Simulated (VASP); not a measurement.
# KBa3 (Fm-3m) in VASP: further runs

KBa3 is run at these levels: LDA; tasks: single point, relaxation of cell and atoms.

Program: VASP 6.6.1. These are calculated values, not measurements. Logs are shortened: lines on timing, memory, paths and dates and some standing lists are left out, and cuts for length are marked.

## 1. The cell of the first run

Symmetry: Fm-3m, No. 225, cubic system. The conventional cell has a = 9.635 Å, b = 9.635 Å, c = 9.635 Å, α = 90.00°, β = 90.00°, γ = 90.00°. K (site symmetry m-3m) has 14 Ba at 4.17 to 4.82 Å within 5.5 Å. Ba (site symmetry -43m) has 4 K at 4.17 Å and 10 Ba at 4.17 to 4.82 Å within 5.5 Å. Ba (site symmetry m-3m) has 8 Ba at 4.17 Å and 6 K at 4.82 Å within 5.5 Å.

## 2. Single point, LDA

The input, INCAR:

```
SYSTEM = KBa3
ALGO = Normal
EDIFF = 1E-6
ENCUT = 500
GGA = CA
GGA_COMPAT = .False.
ISIF = 2
ISMEAR = -1
LASPH = .True.
LCHARG = .True.
LELF = .True.
LREAL = .False.
LVHAR = .True.
LWAVE = .False.
NBANDS = 28
NELM = 120
PREC = Accurate
SIGMA = 0.02
```

The input, KPOINTS:

```
k-points
0
Gamma
  5 5 5
  0 0 0
```

The input, POSCAR:

```
KBa3
1.0
    0.0000000000      4.8174102313      4.8174102313
    4.8174102313      0.0000000000      4.8174102313
    4.8174102313      4.8174102313      0.0000000000
K Ba
1 3
Direct
    0.0000000000      0.0000000000      0.0000000000
    0.2500000000      0.2500000000      0.2500000000
    0.7500000000      0.7500000000      0.7500000000
    0.5000000000      0.5000000000      0.5000000000
```

Potentials or basis: VASP PAW LDA potentials, release 64 (K_sv, Ba_sv).

Launch:

```bash
cat potpaw_LDA.64/K_sv/POTCAR potpaw_LDA.64/Ba_sv/POTCAR > POTCAR
mpirun -np 1 vasp_std > vasp.out
```

OUTCAR:

```text
SYSTEM = KBa3
   EDIFF = 1E-6
   ENCUT = 500
   GGA = CA
   ISIF = 2
   ISMEAR = -1
   LASPH = .True.
   LREAL = .False.
   NELM = 120
   PREC = Accurate

 ion  position               nearest neighbor table
   1  0.000  0.000  0.000-   3 4.17   3 4.17   3 4.17   2 4.17   3 4.17   2 4.17   2 4.17   2 4.17

   2  0.250  0.250  0.250-   1 4.17   1 4.17   1 4.17   1 4.17   4 4.17   4 4.17   4 4.17   4 4.17

   3  0.750  0.750  0.750-   4 4.17   4 4.17   4 4.17   1 4.17   4 4.17   1 4.17   1 4.17   1 4.17

   4  0.500  0.500  0.500-   2 4.17   2 4.17   2 4.17   2 4.17   3 4.17   3 4.17   3 4.17   3 4.17

  LATTYP: Found a face centered cubic cell.
 ALAT       =     9.6348204626

  Lattice vectors:

 A1 = (   0.0000000000,   4.8174102313,   4.8174102313)
 A2 = (   4.8174102313,   0.0000000000,   4.8174102313)
 A3 = (   4.8174102313,   4.8174102313,   0.0000000000)

Analysis of symmetry for initial positions (statically):
=====================================================================
 Subroutine PRICEL returns:
 Original cell was already a primitive cell.

 Routine SETGRP: Setting up the symmetry group for a
 face centered cubic supercell.

 Subroutine GETGRP returns: Found 48 space group operations
 (whereof 48 operations were pure point group operations)
 out of a pool of 48 trial point group operations.

The static configuration has the point symmetry O_h .

Analysis of symmetry for dynamics (positions and initial velocities):
=====================================================================
 Subroutine PRICEL returns:
 Original cell was already a primitive cell.

 Routine SETGRP: Setting up the symmetry group for a
 face centered cubic supercell.

 Subroutine GETGRP returns: Found 48 space group operations
 (whereof 48 operations were pure point group operations)
 out of a pool of 48 trial point group operations.

The dynamic configuration has the point symmetry O_h .

 Subroutine INISYM returns: Found 48 space group operations
 (whereof 48 operations are pure point group operations),
 and found     1 'primitive' translations

----------------------------------------------------------------------------------------

                                     Primitive cell

  volume of cell :     223.5995

  direct lattice vectors                    reciprocal lattice vectors
     0.000000000  4.817410231  4.817410231    -0.103790206  0.103790206  0.103790206
     4.817410231  0.000000000  4.817410231     0.103790206 -0.103790206  0.103790206
     4.817410231  4.817410231  0.000000000     0.103790206  0.103790206 -0.103790206

  length of vectors
     6.812846885  6.812846885  6.812846885     0.179769910  0.179769910  0.179769910

  position of ions in fractional coordinates (direct lattice)
     0.000000000  0.000000000  0.000000000
     0.250000000  0.250000000  0.250000000
     0.750000000  0.750000000  0.750000000
     0.500000000  0.500000000  0.500000000

  ion indices of the primitive-cell ions
   primitive index   ion index
                 1           1
                 2           2
                 3           3
                 4           4

----------------------------------------------------------------------------------------

 KPOINTS: k-points

Automatic generation of k-mesh.
 Grid dimensions read from file:
 generate k-points for:    5    5    5

 Generating k-lattice:

  Cartesian coordinates                     Fractional coordinates (reciprocal lattice)
    -0.020758041  0.020758041  0.020758041     0.200000000  0.000000000  0.000000000
     0.020758041 -0.020758041  0.020758041     0.000000000  0.200000000  0.000000000
     0.020758041  0.020758041 -0.020758041     0.000000000  0.000000000  0.200000000

  Length of vectors
     0.035953982  0.035953982  0.035953982

  Shift w.r.t. Gamma in fractional coordinates (k-lattice)
     0.000000000  0.000000000  0.000000000

 Subroutine IBZKPT returns following result:
 ===========================================

 Found     10 irreducible k-points:

 Following reciprocal coordinates:
            Coordinates               Weight
  0.000000  0.000000  0.000000      1.000000
  0.200000  0.000000  0.000000      8.000000
  0.400000  0.000000  0.000000      8.000000
  0.200000  0.200000  0.000000      6.000000
  0.400000  0.200000  0.000000     24.000000
 -0.400000  0.200000  0.000000     24.000000
 -0.200000  0.200000  0.000000     12.000000
  0.400000  0.400000  0.000000      6.000000
 -0.400000  0.400000  0.000000     12.000000
 -0.400000  0.400000  0.200000     24.000000
   k-points           NKPTS =     10   k-points in BZ     NKDIM =     10   number of bands    NBANDS=     28
   number of dos      NEDOS =    301   number of ions     NIONS =      4
   total plane-waves  NPLWV = 125000
   dimension x,y,z NGX =    50 NGY =   50 NGZ =   50
   dimension x,y,z NGXF=   100 NGYF=  100 NGZF=  100
   ions per type =               1   3
   NGX,Y,Z   is equivalent  to a cutoff of  12.20, 12.20, 12.20 a.u.
   NGXF,Y,Z  is equivalent  to a cutoff of  24.40, 24.40, 24.40 a.u.
 SYSTEM =  KBa3
   PREC   = accura    normal or accurate (medium, high low for compatibility)
   ISTART =      0    job   : 0-new  1-cont  2-samecut
   ICHARG =      2    charge: 1-file 2-atom 10-const
   ISPIN  =      1    spin polarized calculation?
   LNONCOLLINEAR =      F non collinear calculations
   LSORBIT =      F    spin-orbit coupling
   LASPH  =      T    aspherical Exc in radial PAW
   ENCUT  =  500.0 eV  36.75 Ry    6.06 a.u.  12.42 12.42 12.42*2*pi/ulx,y,z
   NELM   =    120;   NELMIN=  2; NELMDL= -5     # of ELM steps
   EDIFF  = 0.1E-05   stopping-criterion for ELM
   LREAL  =      F    real-space projection
   EDIFFG = 0.1E-04   stopping-criterion for IOM
   NSW    =      0    number of steps for IOM
   IBRION =     -1    ionic relax: 0-MD 1-quasi-New 2-CG
   NFREE  =      0    steps in history (QN), initial steepest desc. (CG)
   ISIF   =      2    stress and relaxation
   ISYM   =      2    0-nonsym 1-usesym 2-fastsym
   POTIM  = 0.5000    time-step for ionic-motion
   TEBEG  =    0.0;   TEEND  =   0.0 temperature during run
   PSTRESS=    0.0 pullay stress
   NELECT =      39.0000    total number of electrons
   NUPDOWN=      -1.0000    fix difference up-down
   EMIN   =  10.00;   EMAX   =-10.00  energy-range for DOS
   EFERMI =   0.00;   METHOD = LEGACY
   ISMEAR =    -1;   SIGMA  =   0.02  broadening in eV -4-tet -1-fermi 0-gaus
   EFERMI_NEDOS =   21; number of points for ismear=-14 and -15
   IALGO  =     38    algorithm
   IMIX   =      4    mixing-type and parameters
     AMIX     =   0.40;   BMIX     =  1.00
     AMIX_MAG =   1.60;   BMIX_MAG =  1.00
  volume/ion in A,a.u.               =      55.90       377.23
  Fermi-wavevector in a.u.,A,eV,Ry     =   0.914687  1.728509 11.383358  0.836653
  Thomas-Fermi vector in A             =   2.039343
   LORBIT       =      0    0 simple, 1 ext, 2 COOP (PROOUT), +10 PAW based schemes
   GGA     = CA    functional components
   LHFCALC =     F    Hartree Fock is set to
   AEXX    =    0.0000 exact exchange contribution
   IVDW    =     0    specifies the selected vdW correction
   LEPSILON=     F    determine dielectric tensor
   LRPA    =     F    only Hartree local field effects (RPA)
 non-spin polarized calculation
  energy-cutoff  :      500.00
  volume of cell :      223.60
 maximum number of plane-waves:      5769
 NGX is ok and might be reduce to    50
   NGX = 25   NGY = 25   NGZ = 25

 number of electron      39.0000000 magnetization

 Free energy of the ion-electron system (eV)
  ---------------------------------------------------
  ext. energy  EPLUGINS =         0.00000000
  ---------------------------------------------------
  free energy    TOTEN  =        -7.40567464 eV

  energy without entropy =       -7.39398806  energy(sigma->0) =       -7.39983135

 E-fermi :   1.4483     XC(G=0):  -7.6956

 val. band max:        1.4288222454   @ k =  -0.2000   0.2000   0.0000
 cond. band min:       1.4970375629   @ k =   0.4000   0.2000   0.0000
 fundamental gap:      0.0682153174
 Fermi energy:         1.4483490291

 k-point     1 :       0.0000    0.0000    0.0000
  band No.  band energies     occupation
      1     -29.3951      2.00000
      2     -27.3878      2.00000
      3     -27.3539      2.00000
      4     -27.2626      2.00000
      5     -13.1651      2.00000
      6     -13.1651      2.00000
[... 20 lines left out ...]
     27       4.0729      0.00000
     28       4.0729      0.00000

 k-point     2 :       0.2000    0.0000    0.0000
  band No.  band energies     occupation
      1     -29.3950      2.00000
      2     -27.3824      2.00000
      3     -27.3554      2.00000
      4     -27.2668      2.00000
      5     -13.1676      2.00000
      6     -13.1676      2.00000
[... 20 lines left out ...]
     27       3.7466      0.00000
     28       3.9478      0.00000

 k-point     3 :       0.4000    0.0000    0.0000
  band No.  band energies     occupation
      1     -29.3949      2.00000
      2     -27.3708      2.00000
      3     -27.3596      2.00000
      4     -27.2745      2.00000
      5     -13.1715      2.00000
      6     -13.1715      2.00000
[... 20 lines left out ...]
     27       3.1262      0.00000
     28       3.1262      0.00000

 k-point     4 :       0.2000    0.2000    0.0000
  band No.  band energies     occupation
      1     -29.3950      2.00000
      2     -27.3806      2.00000
      3     -27.3557      2.00000
      4     -27.2684      2.00000
      5     -13.1726      2.00000
      6     -13.1726      2.00000
[... 144 lines left out ...]
     27       3.3988      0.00000
     28       3.3988      0.00000

 k-point     9 :      -0.4000    0.4000    0.0000
  band No.  band energies     occupation
      1     -29.3949      2.00000
      2     -27.3632      2.00000
      3     -27.3602      2.00000
      4     -27.2817      2.00000
      5     -13.1882      2.00000
      6     -13.1829      2.00000
[... 20 lines left out ...]
     27       3.1904      0.00000
     28       3.7077      0.00000

 k-point    10 :      -0.4000    0.4000    0.2000
  band No.  band energies     occupation
      1     -29.3949      2.00000
      2     -27.3644      2.00000
      3     -27.3603      2.00000
      4     -27.2803      2.00000
      5     -13.1814      2.00000
      6     -13.1774      2.00000
[... 20 lines left out ...]
     27       3.0320      0.00000
     28       3.5748      0.00000

------------------------ aborting loop because EDIFF is reached ----------------------------------------

  FORCE on cell =-STRESS in cart. coord.  units (eV):
  Direction    XX          YY          ZZ          XY          YZ          ZX
  --------------------------------------------------------------------------------------
  -------------------------------------------------------------------------------------
  Total        0.0742668      0.0742668      0.0742668      0.0000000      0.0000000      0.0000000
  in kB        0.5321505      0.5321505      0.5321505      0.0000000      0.0000000      0.0000000
  external PRESSURE =       0.5321505 kB  Pullay stress =       0.0000000 kB

 VOLUME and BASIS-vectors are now :
 -----------------------------------------------------------------------------
  energy-cutoff  :      500.00
  volume of cell :      223.60
      direct lattice vectors                 reciprocal lattice vectors
     0.000000000  4.817410231  4.817410231    -0.103790206  0.103790206  0.103790206
     4.817410231  0.000000000  4.817410231     0.103790206 -0.103790206  0.103790206
     4.817410231  4.817410231  0.000000000     0.103790206  0.103790206 -0.103790206

 POSITION                                       TOTAL-FORCE (eV/Angst)
 -----------------------------------------------------------------------------------
      0.00000      0.00000      0.00000        -0.000000     -0.000000      0.000000
      2.40871      2.40871      2.40871        -0.000000     -0.000000     -0.000000
      7.22612      7.22612      7.22612         0.000000      0.000000     -0.000000
      4.81741      4.81741      4.81741        -0.000000      0.000000      0.000000
 -----------------------------------------------------------------------------------
    total drift:                               -0.000000      0.000000      0.000000

  FREE ENERGIE OF THE ION-ELECTRON SYSTEM (eV)
  ---------------------------------------------------
  free  energy   TOTEN  =        -7.4056746432 eV

  energy  without entropy=       -7.3939880615  energy(sigma->0) =       -7.39983135
```

It took 31 s on 1 thread of Intel Xeon 6975P-C (Granite Rapids), shared host; peak memory 0.29 GiB.

What came out:

- Free energy: -7.4057 eV
- Pressure: 0.1 GPa
- Band gap on the k mesh: zero (an odd number of electrons rules out a gap without spin polarisation)

Caveat: spin-orbit coupling is left out, which moves the levels of the heavy elements.

## 3. Relaxation of cell and atoms, LDA

This run uses another cell than the first one, of 67.51 Å³/atom.

The input, INCAR:

```
SYSTEM = KBa3
ALGO = Normal
EDIFF = 1E-7
EDIFFG = -0.02
ENCUT = 500
GGA = CA
GGA_COMPAT = .FALSE.
IBRION = 2
ISIF = 3
ISMEAR = -1
LASPH = .TRUE.
LCHARG = .FALSE.
LREAL = .FALSE.
LWAVE = .FALSE.
NELM = 120
NELMIN = 4
NSW = 80
PREC = Accurate
SIGMA = 0.02
```

The input, KPOINTS:

```
k-points
0
G
  5 5 5
  0 0 0
```

The input, POSCAR:

```
KBa3
1.0
    0.0000000000      5.1301650000      5.1301650000
    5.1301650000      0.0000000000      5.1301650000
    5.1301650000      5.1301650000      0.0000000000
K Ba
1 3
Direct
    0.0000000000      0.0000000000      0.0000000000
    0.2500000000      0.2500000000      0.2500000000
    0.7500000000      0.7500000000      0.7500000000
    0.5000000000      0.5000000000      0.5000000000
```

Potentials or basis: VASP PAW LDA potentials, release 64 (K_sv, Ba_sv).

Launch:

```bash
cat potpaw_LDA.64/K_sv/POTCAR potpaw_LDA.64/Ba_sv/POTCAR > POTCAR
mpirun -np 1 vasp_std > vasp.out
```

It took 1.9 min on 1 thread of Intel Xeon 6975P-C (Granite Rapids), shared host; peak memory 0.33 GiB.

It converged, with:

| Item | Value |
| --- | --- |
| Free energy | -7.4071 eV |
| Relaxed volume | 56.06 Å³/atom |
| Relaxed cell | a = 6.819 Å, b = 6.819 Å, c = 6.819 Å, α = 60.00°, β = 60.00°, γ = 60.00° |
| Space group after relaxing (to 0.1 Å) | Fm-3m (No. 225) |
| Energy gained by relaxing | 42.1 meV/atom |
| Ionic steps | 4 |
| Pressure after relaxing | 0.0 GPa |
| Band gap on the k mesh | zero (an odd number of electrons rules out a gap without spin polarisation) |

The path:
| step | energy change (eV) | largest force (eV/Å) | pressure (GPa) | volume (Å³) |
| --- | --- | --- | --- | --- |
| 1 | 0.0000 | 0.0000 | -1.08 | 270.04 |
| 2 | -0.0991 | 0.0000 | -0.74 | 252.69 |
| 3 | -0.1649 | 0.0000 | -0.19 | 230.67 |
| 4 | -0.1683 | 0.0000 | 0.03 | 224.24 |

Final structure:
```
CELL_PARAMETERS angstrom
0.00000 4.82201 4.82201
4.82201 0.00000 4.82201
4.82201 4.82201 0.00000
ATOMIC_POSITIONS crystal
K 0.00000 0.00000 0.00000
Ba 0.25000 0.25000 0.25000
Ba 0.75000 0.75000 0.75000
Ba 0.50000 0.50000 0.50000
```

Levels at points of the mesh, in eV from the Fermi level:
```tsv
k point	band 15	band 16	band 17	band 18	band 19	band 20	band 21	band 22	band 23
(0.00, 0.00, 0.00)	-13.80	-13.80	-2.75	-0.38	-0.38	0.42	0.42	0.42	0.93
```

Caveat: the volume moved by over 15 % at a fixed basis, so the end points are rough; spin-orbit coupling is left out, which moves the levels of the heavy elements.
